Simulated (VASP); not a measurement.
CdSe:

```
Cd Se
1.0
     0.00000    3.02878    3.02878
     3.02878    0.00000    3.02878
     3.02878    3.02878    0.00000
Cd Se
1 1
Direct
  0.00000 0.00000 0.00000
  0.25000 0.25000 0.25000
```

Base run:

| Item | Value |
| --- | --- |
| Program | VASP 6.6.1 |
| Functional | revPBE |
| Dispersion | D3(BJ) |
| Potentials or basis | VASP PAW PBE potentials, release 64 (Cd, Se) |
| Cutoff | 520 eV |
| k mesh | 8 × 8 × 8 |
| Occupations | fermi-dirac, width 0.05 eV |
| Spin | no spin polarisation |

Its results: band gap on the k mesh 0.76 eV, direct; pressure 1.1 GPa.

Question: The run is repeated on the same cell with these changes: functional from revPBE to PBEsol; occupations from fermi-dirac, width 0.05 eV to gaussian, width 0.1 eV. What comes out?

Answer: Band gap on the k mesh 0.51 eV, direct; pressure -0.7 GPa.

Caveats: the PAW data sets were made with another functional, which shifts forces and pressure a little; three body term missing (some runs).

